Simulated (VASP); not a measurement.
# Pt in VASP: further runs

The runs below take Pt through single point, relaxation of cell and atoms, with PBE.

All numbers are computed with VASP 6.6.1; they aren't measurements. Logs are shortened: lines on timing, memory, paths and dates and some standing lists are left out, and cuts for length are marked.

## Step 1: The cell of the first run

The structure is tetragonal, space group P4/mmm (No. 123). The conventional cell has a = 2.534 Å, b = 2.534 Å, c = 2.349 Å, α = 90.00°, β = 90.00°, γ = 90.00°. Within 3.1 Å of Pt (site symmetry 4/mmm) lie 6 Pt at 2.35 to 2.53 Å.

The cell was built from a structure type or drawn by symmetry, and may not be a known phase.

## Step 2: Single point, PBE

INCAR reads:

```
PREC = Accurate ; ENCUT = 520
EDIFF = 1E-7 ; ISMEAR = 0
SIGMA = 0.1 ; LREAL = F
LASPH = T ; NELM = 60
ALGO = Normal ; ISIF = 2
LWAVE = F ; LCHARG = F
GGA = PE ; NBANDS = 11
```

KPOINTS reads:

```
regular mesh
0
Gamma
  6 6 8
```

POSCAR reads:

```
Pt
1.0
    2.5343449900      0.0000000000      0.0000000000
    0.0000000000      2.5343449900      0.0000000000
    0.0000000000      0.0000000000      2.3485889200
Pt
1
Direct
    0.0000000000      0.0000000000      0.0000000000
```

Potentials or basis: VASP PAW PBE potentials, release 64 (Pt).

On the command line:

```sh
cat potpaw_PBE.64/Pt/POTCAR > POTCAR
mpirun -np 1 vasp_std > vasp.out
```

OUTCAR:

```text
PREC = Accurate
   ENCUT = 520
   EDIFF = 1E-7
   ISMEAR = 0
   LREAL = F
   LASPH = T
   NELM = 60
   ISIF = 2
   GGA = PE

 ion  position               nearest neighbor table
   1  0.000  0.000  0.000-

  LATTYP: Found a simple tetragonal cell.
 ALAT       =     2.5343449900
 C/A-ratio  =     0.9267045052

  Lattice vectors:

 A1 = (   2.5343449900,   0.0000000000,   0.0000000000)
 A2 = (   0.0000000000,   2.5343449900,   0.0000000000)
 A3 = (   0.0000000000,   0.0000000000,   2.3485889200)

Analysis of symmetry for initial positions (statically):
=====================================================================
 Subroutine PRICEL returns:
 Original cell was already a primitive cell.

 Routine SETGRP: Setting up the symmetry group for a
 simple tetragonal supercell.

 Subroutine GETGRP returns: Found 16 space group operations
 (whereof 16 operations were pure point group operations)
 out of a pool of 16 trial point group operations.

The static configuration has the point symmetry D_4h.

Analysis of symmetry for dynamics (positions and initial velocities):
=====================================================================
 Subroutine PRICEL returns:
 Original cell was already a primitive cell.

 Routine SETGRP: Setting up the symmetry group for a
 simple tetragonal supercell.

 Subroutine GETGRP returns: Found 16 space group operations
 (whereof 16 operations were pure point group operations)
 out of a pool of 16 trial point group operations.

The dynamic configuration has the point symmetry D_4h.

 Subroutine INISYM returns: Found 16 space group operations
 (whereof 16 operations are pure point group operations),
 and found     1 'primitive' translations

----------------------------------------------------------------------------------------

                                     Primitive cell

  volume of cell :      15.0848

  direct lattice vectors                    reciprocal lattice vectors
     2.534344990  0.000000000  0.000000000     0.394579272  0.000000000  0.000000000
     0.000000000  2.534344990  0.000000000     0.000000000  0.394579272  0.000000000
     0.000000000  0.000000000  2.348588920     0.000000000  0.000000000  0.425787583

  length of vectors
     2.534344990  2.534344990  2.348588920     0.394579272  0.394579272  0.425787583

  position of ions in fractional coordinates (direct lattice)
     0.000000000  0.000000000  0.000000000

  ion indices of the primitive-cell ions
   primitive index   ion index
                 1           1

----------------------------------------------------------------------------------------

 KPOINTS: regular mesh

Automatic generation of k-mesh.
 Grid dimensions read from file:
 generate k-points for:    6    6    8

 Generating k-lattice:

  Cartesian coordinates                     Fractional coordinates (reciprocal lattice)
     0.065763212  0.000000000  0.000000000     0.166666667  0.000000000  0.000000000
     0.000000000  0.065763212  0.000000000     0.000000000  0.166666667  0.000000000
     0.000000000  0.000000000  0.053223448     0.000000000  0.000000000  0.125000000

  Length of vectors
     0.065763212  0.065763212  0.053223448

  Shift w.r.t. Gamma in fractional coordinates (k-lattice)
     0.000000000  0.000000000  0.000000000

 Subroutine IBZKPT returns following result:
 ===========================================

 Found     50 irreducible k-points:

 Following reciprocal coordinates:
            Coordinates               Weight
  0.000000  0.000000  0.000000      1.000000
  0.166667  0.000000  0.000000      4.000000
  0.333333  0.000000  0.000000      4.000000
  0.500000  0.000000  0.000000      2.000000
  0.166667  0.166667  0.000000      4.000000
  0.333333  0.166667  0.000000      8.000000
[... 16 lines left out ...]
  0.333333  0.000000  0.250000      8.000000
  0.500000  0.000000  0.250000      4.000000
 [... further k-points ...]
   k-points           NKPTS =     50   k-points in BZ     NKDIM =     50   number of bands    NBANDS=     11
   number of dos      NEDOS =    301   number of ions     NIONS =      1
   total plane-waves  NPLWV =   7200
   dimension x,y,z NGX =    20 NGY =   20 NGZ =   18
   dimension x,y,z NGXF=    40 NGYF=   40 NGZF=   36
   ions per type =               1
   NGX,Y,Z   is equivalent  to a cutoff of  13.12, 13.12, 12.74 a.u.
   NGXF,Y,Z  is equivalent  to a cutoff of  26.24, 26.24, 25.48 a.u.
 SYSTEM =  unknown system
   PREC   = accura    normal or accurate (medium, high low for compatibility)
   ISTART =      0    job   : 0-new  1-cont  2-samecut
   ICHARG =      2    charge: 1-file 2-atom 10-const
   ISPIN  =      1    spin polarized calculation?
   LNONCOLLINEAR =      F non collinear calculations
   LSORBIT =      F    spin-orbit coupling
   LASPH  =      T    aspherical Exc in radial PAW
   ENCUT  =  520.0 eV  38.22 Ry    6.18 a.u.   4.71  4.71  4.37*2*pi/ulx,y,z
   NELM   =     60;   NELMIN=  2; NELMDL= -5     # of ELM steps
   EDIFF  = 0.1E-06   stopping-criterion for ELM
   LREAL  =      F    real-space projection
   EDIFFG = 0.1E-05   stopping-criterion for IOM
   NSW    =      0    number of steps for IOM
   IBRION =     -1    ionic relax: 0-MD 1-quasi-New 2-CG
   NFREE  =      0    steps in history (QN), initial steepest desc. (CG)
   ISIF   =      2    stress and relaxation
   ISYM   =      2    0-nonsym 1-usesym 2-fastsym
   POTIM  = 0.5000    time-step for ionic-motion
   TEBEG  =    0.0;   TEEND  =   0.0 temperature during run
   PSTRESS=    0.0 pullay stress
   NELECT =      10.0000    total number of electrons
   NUPDOWN=      -1.0000    fix difference up-down
   EMIN   =  10.00;   EMAX   =-10.00  energy-range for DOS
   EFERMI =   0.00;   METHOD = LEGACY
   ISMEAR =     0;   SIGMA  =   0.10  broadening in eV -4-tet -1-fermi 0-gaus
   EFERMI_NEDOS =   21; number of points for ismear=-14 and -15
   IALGO  =     38    algorithm
   IMIX   =      4    mixing-type and parameters
     AMIX     =   0.40;   BMIX     =  1.00
     AMIX_MAG =   1.60;   BMIX_MAG =  1.00
  volume/ion in A,a.u.               =      15.08       101.80
  Fermi-wavevector in a.u.,A,eV,Ry     =   1.427454  2.697496 27.723555  2.037624
  Thomas-Fermi vector in A             =   2.547621
   LORBIT       =      0    0 simple, 1 ext, 2 COOP (PROOUT), +10 PAW based schemes
   GGA     = PE    functional components
   LHFCALC =     F    Hartree Fock is set to
   AEXX    =    0.0000 exact exchange contribution
   IVDW    =     0    specifies the selected vdW correction
   LEPSILON=     F    determine dielectric tensor
   LRPA    =     F    only Hartree local field effects (RPA)
 non-spin polarized calculation
 Gauss-broadening in eV      SIGMA  =   0.10
  energy-cutoff  :      520.00
  volume of cell :       15.08
 maximum number of plane-waves:       417
 NGX is ok and might be reduce to    20
   NGX =  9   NGY =  9   NGZ =  9

 number of electron      10.0000000 magnetization

 Free energy of the ion-electron system (eV)
  ---------------------------------------------------
  ext. energy  EPLUGINS =         0.00000000
  ---------------------------------------------------
  free energy    TOTEN  =        -5.00214296 eV

  energy without entropy =       -4.99441346  energy(sigma->0) =       -4.99827821

 E-fermi :  11.2266     XC(G=0): -13.3248

 val. band max:       11.2212036841   @ k =   0.0000   0.0000   0.1250
 cond. band min:      11.2774783727   @ k =   0.1667   0.0000   0.5000
 fundamental gap:      0.0562746887
 Fermi energy:        11.2266038140

 k-point     1 :       0.0000    0.0000    0.0000
  band No.  band energies     occupation
      1       1.1130      2.00000
      2       3.5384      2.00000
      3       4.4070      2.00000
      4      11.4476      0.00177
      5      12.0080      0.00000
      6      12.0080      0.00000
      7      26.3385      0.00000
      8      26.3385      0.00000
      9      29.9318      0.00000
     10      33.8758      0.00000
     11      36.6721      0.00000

 k-point     2 :       0.1667    0.0000    0.0000
  band No.  band energies     occupation
      1       1.7947      2.00000
      2       3.8471      2.00000
      3       5.1590      2.00000
      4      10.6668      2.00000
      5      11.3568      0.06549
      6      12.0624      0.00000
      7      22.8262      0.00000
      8      27.8105      0.00000
      9      31.3297      0.00000
     10      32.5949      0.00000
     11      36.2506      0.00000

 k-point     3 :       0.3333    0.0000    0.0000
  band No.  band energies     occupation
      1       2.9124      2.00000
      2       4.3883      2.00000
      3       7.7060      2.00000
      4       9.3763      2.00000
      5      10.2357      2.00000
      6      12.1730      0.00000
      7      18.3975      0.00000
      8      29.1418      0.00000
      9      30.7506      0.00000
     10      34.2530      0.00000
     11      34.3562      0.00000

 k-point     4 :       0.5000    0.0000    0.0000
  band No.  band energies     occupation
      1       3.3707      2.00000
      2       4.7121      2.00000
      3       8.8224      2.00000
      4       9.7414      2.00000
      5       9.7960      2.00000
      6      12.2292      0.00000
      7      16.1932      0.00000
      8      27.8048      0.00000
      9      32.1574      0.00000
     10      32.4349      0.00000
     11      36.0428      0.00000

 k-point     5 :       0.1667    0.1667    0.0000
  band No.  band energies     occupation
      1       2.3913      2.00000
      2       4.4545      2.00000
      3       5.6753      2.00000
      4       9.8189      2.00000
      5      11.3571      0.06504
      6      11.4971      0.00013
      7      23.9652      0.00000
      8      24.2380      0.00000
      9      32.7875      0.00000
     10      32.7962      0.00000
     11      37.1365      0.00000

 k-point     6 :       0.3333    0.1667    0.0000
  band No.  band energies     occupation
      1       3.2599      2.00000
      2       5.4000      2.00000
      3       7.1614      2.00000
      4       9.5130      2.00000
      5      10.3227      2.00000
      6      11.5721      0.00000
      7      19.3311      0.00000
      8      26.4357      0.00000
      9      30.3373      0.00000
     10      35.6075      0.00000
     11      35.9113      0.00000

 k-point     7 :       0.5000    0.1667    0.0000
  band No.  band energies     occupation
      1       3.6186      2.00000
      2       6.0615      2.00000
      3       6.6357      2.00000
      4       9.8379      2.00000
      5      11.6409      0.00000
      6      12.0346      0.00000
      7      16.2236      0.00000
      8      27.9733      0.00000
      9      29.2683      0.00000
     10      32.0326      0.00000
     11      38.1868      0.00000

 k-point     8 :       0.3333    0.3333    0.0000
  band No.  band energies     occupation
      1       3.7633      2.00000
      2       5.2792      2.00000
      3       9.1916      2.00000
      4      10.3912      2.00000
      5      10.4528      2.00000
      6      10.5671      2.00000
      7      19.7177      0.00000
      8      23.3238      0.00000
      9      28.9891      0.00000
     10      35.6564      0.00000
     11      36.7023      0.00000
[... 141 lines left out ...]
 k-point    19 :       0.5000    0.3333    0.1250
  band No.  band energies     occupation
      1       4.9272      2.00000
      2       5.0909      2.00000
      3       8.5287      2.00000
      4       8.8348      2.00000
      5      10.7594      2.00000
      6      15.8064      0.00000
      7      16.6553      0.00000
      8      25.5692      0.00000
      9      26.3906      0.00000
     10      32.7146      0.00000
     11      36.3651      0.00000

 k-point    20 :       0.5000    0.5000    0.1250
  band No.  band energies     occupation
      1       4.2681      2.00000
      2       5.3088      2.00000
      3       8.6726      2.00000
      4       8.6726      2.00000
      5      13.4658      0.00000
      6      16.8432      0.00000
      7      16.8432      0.00000
      8      22.0608      0.00000
      9      25.0231      0.00000
     10      34.4853      0.00000
     11      34.4853      0.00000

 k-point    21 :       0.0000    0.0000    0.2500
  band No.  band energies     occupation
      1       3.1340      2.00000
      2       4.9380      2.00000
      3       6.2733      2.00000
      4       9.6628      2.00000
      5       9.6628      2.00000
      6      11.6846      0.00000
      7      22.3717      0.00000
      8      30.0008      0.00000
      9      30.0008      0.00000
     10      30.3421      0.00000
     11      34.9008      0.00000

 k-point    22 :       0.1667    0.0000    0.2500
  band No.  band energies     occupation
      1       3.8318      2.00000
      2       5.5440      2.00000
      3       6.4848      2.00000
      4       9.1110      2.00000
      5       9.7473      2.00000
      6      10.9837      1.99941
      7      23.4797      0.00000
      8      25.6914      0.00000
      9      31.1984      0.00000
     10      31.6113      0.00000
     11      38.4551      0.00000

 k-point    23 :       0.3333    0.0000    0.2500
  band No.  band energies     occupation
      1       4.7671      2.00000
      2       5.7222      2.00000
      3       7.4598      2.00000
      4       9.6898      2.00000
      5      10.0259      2.00000
      6      10.2828      2.00000
      7      20.4652      0.00000
      8      25.9916      0.00000
      9      30.8327      0.00000
     10      34.7932      0.00000
     11      34.8905      0.00000

 k-point    24 :       0.5000    0.0000    0.2500
  band No.  band energies     occupation
      1       5.2855      2.00000
      2       5.3398      2.00000
      3       7.5025      2.00000
      4       9.2165      2.00000
      5      10.0701      2.00000
      6      14.0215      0.00000
      7      16.4082      0.00000
      8      28.7083      0.00000
      9      29.4462      0.00000
     10      30.7481      0.00000
     11      36.7574      0.00000

 [... further k-points ...]
[... 5 lines left out ...]
  --------------------------------------------------------------------------------------
  -------------------------------------------------------------------------------------
  Total        3.7618367      3.7618367      9.1896788      0.0000000      0.0000000      0.0000000
  in kB      399.5508410    399.5508410    976.0508455      0.0000000      0.0000000      0.0000000
  external PRESSURE =     591.7175091 kB  Pullay stress =       0.0000000 kB

 VOLUME and BASIS-vectors are now :
 -----------------------------------------------------------------------------
  energy-cutoff  :      520.00
  volume of cell :       15.08
      direct lattice vectors                 reciprocal lattice vectors
     2.534344990  0.000000000  0.000000000     0.394579272  0.000000000  0.000000000
     0.000000000  2.534344990  0.000000000     0.000000000  0.394579272  0.000000000
     0.000000000  0.000000000  2.348588920     0.000000000  0.000000000  0.425787583

 POSITION                                       TOTAL-FORCE (eV/Angst)
 -----------------------------------------------------------------------------------
      0.00000      0.00000      0.00000         0.000000      0.000000      0.000000
 -----------------------------------------------------------------------------------
    total drift:                               -0.000000     -0.000000      0.000000

  FREE ENERGIE OF THE ION-ELECTRON SYSTEM (eV)
  ---------------------------------------------------
  free  energy   TOTEN  =        -5.0021429607 eV

  energy  without entropy=       -4.9944134635  energy(sigma->0) =       -4.99827821
```

It took 8.1 s on 1 thread of AMD EPYC 7R13, shared host; peak memory 0.1 GiB.

What came out:

```yaml
Free_energy: -5.0021 eV
Pressure: 59.2 GPa
Band_gap_on_the_k_mesh: zero (bands 5 and 6 overlap by 4.44 eV)
```

Stress tensor (GPa, compression positive):
```
39.96  0.00  0.00
 0.00 39.96  0.00
 0.00  0.00 97.61
```

Levels at points of the mesh, in eV from the Fermi level:
| k point | band 1 | band 2 | band 3 | band 4 | band 5 | band 6 | band 7 | band 8 | band 9 | band 10 |
| --- | --- | --- | --- | --- | --- | --- | --- | --- | --- | --- |
| (0.00, 0.00, 0.00) | -10.11 | -7.69 | -6.82 | 0.22 | 0.78 | 0.78 | 15.11 | 15.11 | 18.71 | 22.65 |
| (0.50, 0.00, 0.00) | -7.86 | -6.51 | -2.40 | -1.49 | -1.43 | 1.00 | 4.97 | 16.58 | 20.93 | 21.21 |
| (0.50, 0.50, 0.00) | -7.17 | -7.01 | -1.09 | -1.09 | 2.19 | 3.98 | 3.98 | 10.71 | 14.42 | 22.94 |
| (0.00, 0.00, 0.50) | -6.29 | -5.69 | -3.30 | -3.30 | -0.68 | 0.71 | 7.59 | 15.74 | 20.51 | 22.70 |
| (0.50, 0.00, 0.50) | -7.88 | -5.10 | -2.82 | -1.58 | 2.98 | 4.89 | 5.26 | 12.99 | 14.81 | 21.79 |
| (0.50, 0.50, 0.50) | -6.78 | -6.78 | -5.42 | 2.54 | 3.41 | 9.36 | 11.48 | 11.48 | 11.57 | 21.14 |

Caveat: the k points lie up to 0.41 Å⁻¹ apart, too coarse for converged energies and pressures of a metal; spin-orbit coupling is left out, which moves the levels of the heavy elements.

## Step 3: Single point, PBE

This run uses another cell than the first one, of 18.14 Å³/atom.

INCAR reads:

```
SYSTEM = Pt
PREC = Accurate
ENCUT = 520
EDIFF = 1E-6
ISMEAR = 0
SIGMA = 0.1
LREAL = .FALSE.
LASPH = .TRUE.
NELM = 60
ALGO = Fast
ISIF = 2
LWAVE = .FALSE.
LCHARG = .TRUE.
GGA = PE
LELF = .TRUE.
LVHAR = .TRUE.
NBANDS = 11
```

KPOINTS reads:

```
regular mesh
0
G
  6 6 8
  0 0 0
```

POSCAR reads:

```
Pt
1.0
    2.6344454541      0.0000000000      0.0000000000
    0.0000000000      2.6344454541      0.0000000000
    0.0000000000      0.0000000000      2.6141185601
Pt
1
Direct
    0.0000000000      0.0000000000      0.0000000000
```

Potentials or basis: VASP PAW PBE potentials, release 64 (Pt).

On the command line:

```sh
cat potpaw_PBE.64/Pt/POTCAR > POTCAR
mpirun -np 1 vasp_std > vasp.out
```

It took 10 s on 1 thread of AMD EPYC 7R13, shared host; peak memory 0.1 GiB.

Results (log left out):

```yaml
Free_energy: -5.5559 eV
Pressure: -0.5 GPa
Band_gap_on_the_k_mesh: zero (bands 5 and 6 overlap by 2.82 eV)
```

Stress tensor (GPa, compression positive):
```
-0.54  0.00  0.00
 0.00 -0.54  0.00
 0.00  0.00 -0.29
```

Levels at points of the mesh, in eV from the Fermi level:
| k point | band 1 | band 2 | band 3 | band 4 | band 5 | band 6 | band 7 | band 8 | band 9 | band 10 |
| --- | --- | --- | --- | --- | --- | --- | --- | --- | --- | --- |
| (0.00, 0.00, 0.00) | -8.22 | -5.54 | -5.37 | 0.38 | 0.38 | 0.41 | 15.15 | 15.15 | 15.50 | 20.93 |
| (0.50, 0.00, 0.00) | -5.69 | -4.93 | -1.67 | -1.67 | -0.34 | 0.58 | 4.47 | 16.65 | 19.66 | 20.83 |
| (0.50, 0.50, 0.00) | -5.53 | -4.64 | -1.29 | -1.29 | 2.01 | 4.54 | 4.54 | 9.41 | 13.43 | 21.55 |
| (0.00, 0.00, 0.50) | -5.52 | -4.77 | -1.81 | -1.81 | -0.33 | 0.63 | 4.59 | 16.54 | 19.48 | 21.08 |
| (0.50, 0.00, 0.50) | -5.65 | -4.34 | -1.43 | -1.27 | 2.00 | 4.55 | 4.71 | 9.58 | 13.46 | 21.32 |
| (0.50, 0.50, 0.50) | -4.69 | -4.69 | -4.52 | 2.13 | 2.16 | 9.96 | 10.12 | 10.14 | 10.14 | 16.51 |

Caveat: the k points lie up to 0.40 Å⁻¹ apart, too coarse for converged energies and pressures of a metal; spin-orbit coupling is left out, which moves the levels of the heavy elements.

(Continued in part 2 of 2.)
